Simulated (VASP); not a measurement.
# Cd (Fm-3m) in VASP: notebook

The runs below take Cd through density of states, with LDA, PBEsol.

All numbers are computed with VASP 6.6.1; they aren't measurements. Logs are shortened: lines on timing, memory, paths and dates and some standing lists are left out, and cuts for length are marked.

### Step 1. The cell of the first run

The structure is cubic, space group Fm-3m (No. 225). Conventional cell: a = 4.436 Å, b = 4.436 Å, c = 4.436 Å, α = 90.00°, β = 90.00°, γ = 90.00°. Cd (site symmetry m-3m) has 12 Cd at 3.14 Å within 4.1 Å.

### Step 2. Density of states, LDA

Input file POSCAR:

```
Cd
1.0
    0.0000000000      2.2181497500      2.2181497500
    2.2181497500      0.0000000000      2.2181497500
    2.2181497500      2.2181497500      0.0000000000
Cd
1
Direct
    0.0000000000      0.0000000000      0.0000000000
```

Input file INCAR.step1:

```
SYSTEM = Cd
PREC = Accurate
ENCUT = 520
EDIFF = 1E-6
ISMEAR = -5
SIGMA = 0.1
LREAL = .False.
LASPH = .True.
NELM = 100
ALGO = Normal
ISIF = 2
LWAVE = .False.
LCHARG = .True.
GGA = CA
NBANDS = 12
```

Input file KPOINTS.step1:

```
regular mesh
0
Gamma
  10 10 10
  0 0 0
```

Input file INCAR.step2:

```
SYSTEM = Cd
PREC = Accurate
ENCUT = 520
EDIFF = 1E-6
ISMEAR = -5
SIGMA = 0.1
LREAL = .False.
LASPH = .True.
NELM = 100
ALGO = Normal
ISIF = 2
LWAVE = .False.
LCHARG = .False.
GGA = CA
LORBIT = 10
NBANDS = 12
NEDOS = 2001
ICHARG = 11
```

Input file KPOINTS.step2:

```
regular mesh
0
Gamma
  15 15 15
  0 0 0
```

Potentials or basis: VASP PAW LDA potentials, release 64 (Cd).

On the command line:

```console
$ cat potpaw_LDA.64/Cd/POTCAR > POTCAR
$ cp INCAR.step1 INCAR
$ cp KPOINTS.step1 KPOINTS
$ mpirun -np 1 vasp_std > vasp.out
$ cp INCAR.step2 INCAR
$ cp KPOINTS.step2 KPOINTS
$ mpirun -np 1 vasp_std > vasp.out
```

OUTCAR:

```text
SYSTEM = Cd
   PREC = Accurate
   ENCUT = 520
   EDIFF = 1E-6
   ISMEAR = -5
   LREAL = .False.
   LASPH = .True.
   NELM = 100
   ISIF = 2
   GGA = CA
   LORBIT = 10
   ICHARG = 11

 ion  position               nearest neighbor table
   1  0.000  0.000  0.000-

  LATTYP: Found a face centered cubic cell.
 ALAT       =     4.4362995000

  Lattice vectors:

 A1 = (   0.0000000000,   2.2181497500,   2.2181497500)
 A2 = (   2.2181497500,   0.0000000000,   2.2181497500)
 A3 = (   2.2181497500,   2.2181497500,   0.0000000000)

Analysis of symmetry for initial positions (statically):
=====================================================================
 Subroutine PRICEL returns:
 Original cell was already a primitive cell.

 Routine SETGRP: Setting up the symmetry group for a
 face centered cubic supercell.

 Subroutine GETGRP returns: Found 48 space group operations
 (whereof 48 operations were pure point group operations)
 out of a pool of 48 trial point group operations.

The static configuration has the point symmetry O_h .

Analysis of symmetry for dynamics (positions and initial velocities):
=====================================================================
 Subroutine PRICEL returns:
 Original cell was already a primitive cell.

 Routine SETGRP: Setting up the symmetry group for a
 face centered cubic supercell.

 Subroutine GETGRP returns: Found 48 space group operations
 (whereof 48 operations were pure point group operations)
 out of a pool of 48 trial point group operations.

The dynamic configuration has the point symmetry O_h .

 Subroutine INISYM returns: Found 48 space group operations
 (whereof 48 operations are pure point group operations),
 and found     1 'primitive' translations

----------------------------------------------------------------------------------------

                                     Primitive cell

  volume of cell :      21.8274

  direct lattice vectors                    reciprocal lattice vectors
     0.000000000  2.218149750  2.218149750    -0.225413095  0.225413095  0.225413095
     2.218149750  0.000000000  2.218149750     0.225413095 -0.225413095  0.225413095
     2.218149750  2.218149750  0.000000000     0.225413095  0.225413095 -0.225413095

  length of vectors
     3.136937460  3.136937460  3.136937460     0.390426933  0.390426933  0.390426933
[... 83 lines left out ...]
   EDIFFG = 0.1E-04   stopping-criterion for IOM
   NSW    =      0    number of steps for IOM
   IBRION =     -1    ionic relax: 0-MD 1-quasi-New 2-CG
   NFREE  =      0    steps in history (QN), initial steepest desc. (CG)
   ISIF   =      2    stress and relaxation
   ISYM   =      2    0-nonsym 1-usesym 2-fastsym
   POTIM  = 0.5000    time-step for ionic-motion
   TEBEG  =    0.0;   TEEND  =   0.0 temperature during run
   PSTRESS=    0.0 pullay stress
   NELECT =      12.0000    total number of electrons
   NUPDOWN=      -1.0000    fix difference up-down
   EMIN   =  10.00;   EMAX   =-10.00  energy-range for DOS
   EFERMI =   0.00;   METHOD = LEGACY
   ISMEAR =    -5;   SIGMA  =   0.10  broadening in eV -4-tet -1-fermi 0-gaus
   EFERMI_NEDOS =   21; number of points for ismear=-14 and -15
   IALGO  =     38    algorithm
   IMIX   =      4    mixing-type and parameters
     AMIX     =   0.40;   BMIX     =  1.00
     AMIX_MAG =   1.60;   BMIX_MAG =  1.00
  volume/ion in A,a.u.               =      21.83       147.30
  Fermi-wavevector in a.u.,A,eV,Ry     =   1.341120  2.534350 24.471486  1.798604
  Thomas-Fermi vector in A             =   2.469379
   LORBIT       =     10    0 simple, 1 ext, 2 COOP (PROOUT), +10 PAW based schemes
   GGA     = CA    functional components
   LHFCALC =     F    Hartree Fock is set to
   AEXX    =    0.0000 exact exchange contribution
   IVDW    =     0    specifies the selected vdW correction
   LEPSILON=     F    determine dielectric tensor
   LRPA    =     F    only Hartree local field effects (RPA)
 non-spin polarized calculation
 Fermi weights with tetrahedron method with Bloechl corrections
  energy-cutoff  :      520.00
  volume of cell :       21.83
 maximum number of plane-waves:       609

 number of electron      12.0000003 magnetization

 Free energy of the ion-electron system (eV)
  ---------------------------------------------------
  ext. energy  EPLUGINS =         0.00000000
  ---------------------------------------------------
  free energy    TOTEN  =        -1.47681086 eV

  energy without entropy =       -1.47681086  energy(sigma->0) =       -1.47681086

 E-fermi :   2.5428     XC(G=0): -11.3246

 val. band max:        2.4707808760   @ k =   0.4667   0.0667   0.0000
 cond. band min:       2.3560708922   @ k =  -0.4000   0.2667   0.0667
 fundamental gap:     -0.1147099838
 Fermi energy:         2.5428114679

 k-point     1 :       0.0000    0.0000    0.0000
  band No.  band energies     occupation
      1      -6.4937      2.00000
      2      -6.4937      2.00000
      3      -6.4937      2.00000
      4      -6.2353      2.00000
      5      -6.0325      2.00000
      6      -6.0325      2.00000
      7      16.5682      0.00000
      8      17.4377      0.00000
      9      17.4377      0.00000
     10      17.4377      0.00000
     11      20.9249      0.00000
     12      20.9249      0.00000
[... 331 lines left out ...]
 k-point    24 :       0.2000    0.1333    0.0000
  band No.  band energies     occupation
      1      -6.6529      2.00000
      2      -6.3149      2.00000
      3      -6.2966      2.00000
      4      -6.2814      2.00000
      5      -5.9394      2.00000
      6      -5.0971      2.00000
      7      12.6676      0.00000
      8      14.1062      0.00000
      9      15.4166      0.00000
     10      16.7807      0.00000
     11      17.4072      0.00000
     12      22.9866      0.00000

 [... further k-points ...]
[... 5 lines left out ...]
  --------------------------------------------------------------------------------------
  -------------------------------------------------------------------------------------
  Total       -0.5932990     -0.5932990     -0.5932990     -0.0000000      0.0000000      0.0000000
  in kB      -43.5493450    -43.5493450    -43.5493450     -0.0000000      0.0000000      0.0000000
  external PRESSURE =     -43.5493450 kB  Pullay stress =       0.0000000 kB

 VOLUME and BASIS-vectors are now :
 -----------------------------------------------------------------------------
  energy-cutoff  :      520.00
  volume of cell :       21.83
      direct lattice vectors                 reciprocal lattice vectors
     0.000000000  2.218149750  2.218149750    -0.225413095  0.225413095  0.225413095
     2.218149750  0.000000000  2.218149750     0.225413095 -0.225413095  0.225413095
     2.218149750  2.218149750  0.000000000     0.225413095  0.225413095 -0.225413095

 POSITION                                       TOTAL-FORCE (eV/Angst)
 -----------------------------------------------------------------------------------
      0.00000      0.00000      0.00000         0.000000     -0.000000     -0.000000
 -----------------------------------------------------------------------------------
    total drift:                               -0.000000      0.000000      0.000000

  FREE ENERGIE OF THE ION-ELECTRON SYSTEM (eV)
  ---------------------------------------------------
  free  energy   TOTEN  =        -1.4768108645 eV

  energy  without entropy=       -1.4768108645  energy(sigma->0) =       -1.47681086

 total charge

# of ion       s       p       d       tot
------------------------------------------
    1        0.548   0.280   9.479  10.307
```

OSZICAR.step1:

```text
N       E                     dE             d eps       ncg     rms          rms(c)
DAV:   1     0.675113339043E+02    0.67511E+02   -0.70404E+03  1224   0.991E+02
DAV:   2    -0.334935856421E+00   -0.67846E+02   -0.64952E+02  1208   0.235E+02
DAV:   3    -0.154421329042E+01   -0.12093E+01   -0.12084E+01  1352   0.352E+01
DAV:   4    -0.154578970459E+01   -0.15764E-02   -0.15769E-02  1276   0.125E+00
DAV:   5    -0.154579383401E+01   -0.41294E-05   -0.41358E-05  1380   0.645E-02    0.303E+00
DAV:   6    -0.148538962381E+01    0.60404E-01   -0.15015E-01  1304   0.495E+00    0.246E+00
DAV:   7    -0.147937511742E+01    0.60145E-02   -0.10346E-02  1324   0.967E-01    0.125E+00
DAV:   8    -0.147816443884E+01    0.12107E-02   -0.13813E-03  1204   0.510E-01    0.494E-02
DAV:   9    -0.147817208256E+01   -0.76437E-05   -0.35345E-06  1376   0.156E-02    0.123E-02
DAV:  10    -0.147817334606E+01   -0.12635E-05   -0.12194E-06   736   0.149E-02    0.780E-04
DAV:  11    -0.147817311450E+01    0.23156E-06   -0.16352E-08   652   0.144E-03
   1 F= -.14781731E+01 E0= -.14781731E+01  d E =0.000000E+00
```

Wall time 23 s (1 thread of Intel Xeon Platinum 8375C at 2.90GHz (Ice Lake), shared host); peak memory 0.14 GiB.

What came out:

- Valence electrons inside the program's atomic spheres: Cd 10.31

Caveat: tetrahedron occupations give inexact forces and stress in metals.

### Step 3. Density of states, LDA

POSCAR is that of step 2.

Input file INCAR.step1:

```
SYSTEM = Cd
ALGO = Fast
EDIFF = 1E-6
ENCUT = 520
GGA = CA
ISIF = 2
ISMEAR = -1
LASPH = .TRUE.
LCHARG = .TRUE.
LREAL = .FALSE.
LWAVE = .FALSE.
NBANDS = 12
NELM = 80
PREC = Accurate
SIGMA = 0.05
```

Input file KPOINTS.step1:

```
k-points
0
G
  6 6 6
  0 0 0
```

Input file INCAR.step2:

```
SYSTEM = Cd
ALGO = Fast
EDIFF = 1E-6
ENCUT = 520
GGA = CA
ICHARG = 11
ISIF = 2
ISMEAR = -5
LASPH = .TRUE.
LCHARG = .FALSE.
LORBIT = 10
LREAL = .FALSE.
LWAVE = .FALSE.
NBANDS = 12
NEDOS = 1001
NELM = 80
PREC = Accurate
SIGMA = 0.05
```

Input file KPOINTS.step2:

```
k-points
0
G
  9 9 9
  0 0 0
```

Potentials or basis: VASP PAW LDA potentials, release 64 (Cd).

On the command line:

```console
$ cat potpaw_LDA.64/Cd/POTCAR > POTCAR
$ cp INCAR.step1 INCAR
$ cp KPOINTS.step1 KPOINTS
$ mpirun -np 1 vasp_std > vasp.out
$ cp INCAR.step2 INCAR
$ cp KPOINTS.step2 KPOINTS
$ mpirun -np 1 vasp_std > vasp.out
```

Run time: 12 s. Hardware: 1 thread of Oxide Virtual Turin-like, shared host; peak memory 0.09 GiB.

The run converged. Its results:

* Valence electrons inside the program's atomic spheres: Cd 10.30

Levels at points of the mesh, in eV from the Fermi level:
| k point | band 3 | band 4 | band 5 | band 6 | band 7 | band 8 | band 9 | band 10 |
| --- | --- | --- | --- | --- | --- | --- | --- | --- |
| (0.00, 0.00, 0.00) | -9.05 | -8.81 | -8.58 | -8.58 | 13.99 | 14.86 | 14.86 | 14.86 |

Caveat: the k points lie up to 0.41 Å⁻¹ apart; tetrahedron occupations give inexact forces and stress in metals.

### Step 4. Density of states, PBEsol

POSCAR is that of step 3.

Input file INCAR.step1:

```
PREC = Accurate
ENCUT = 520
EDIFF = 1E-6
ISMEAR = -1
SIGMA = 0.05
LREAL = False
LASPH = True
NELM = 80
ALGO = Normal
ISIF = 2
LWAVE = False
LCHARG = True
GGA = PS
NBANDS = 12
```

Input file KPOINTS.step1:

```
regular mesh
0
Gamma
  6 6 6
```

Input file INCAR.step2:

```
PREC = Accurate
ENCUT = 520
EDIFF = 1E-6
ISMEAR = -5
SIGMA = 0.05
LREAL = False
LASPH = True
NELM = 80
ALGO = Normal
ISIF = 2
LWAVE = False
LCHARG = False
GGA = PS
LORBIT = 11
NEDOS = 2001
ICHARG = 11
```

Input file KPOINTS.step2:

```
regular mesh
0
Gamma
  9 9 9
```

Potentials or basis: VASP PAW PBE potentials, release 64 (Cd).

On the command line:

```console
$ cat potpaw_PBE.64/Cd/POTCAR > POTCAR
$ cp INCAR.step1 INCAR
$ cp KPOINTS.step1 KPOINTS
$ mpirun -np 1 vasp_std > vasp.out
$ cp INCAR.step2 INCAR
$ cp KPOINTS.step2 KPOINTS
$ mpirun -np 1 vasp_std > vasp.out
```

It took 12 s on 1 thread of Oxide Virtual Turin-like, shared host; peak memory 0.1 GiB.

Results (log left out):

```yaml
Valence_electrons_inside_the_program's_atomic_spheres: Cd 10.30
```

Levels at points of the mesh, in eV from the Fermi level:
```csv
k point,band 2,band 3,band 4,band 5,band 6,band 7,band 8,band 9,band 10
"(0.00, 0.00, 0.00)",-9.05,-9.05,-8.82,-8.59,-8.59,13.90,14.92,14.92,14.92
```

Caveat: the k points lie up to 0.41 Å⁻¹ apart; the PAW data sets were made with another functional, which shifts forces and pressure a little; tetrahedron occupations give inexact forces and stress in metals.
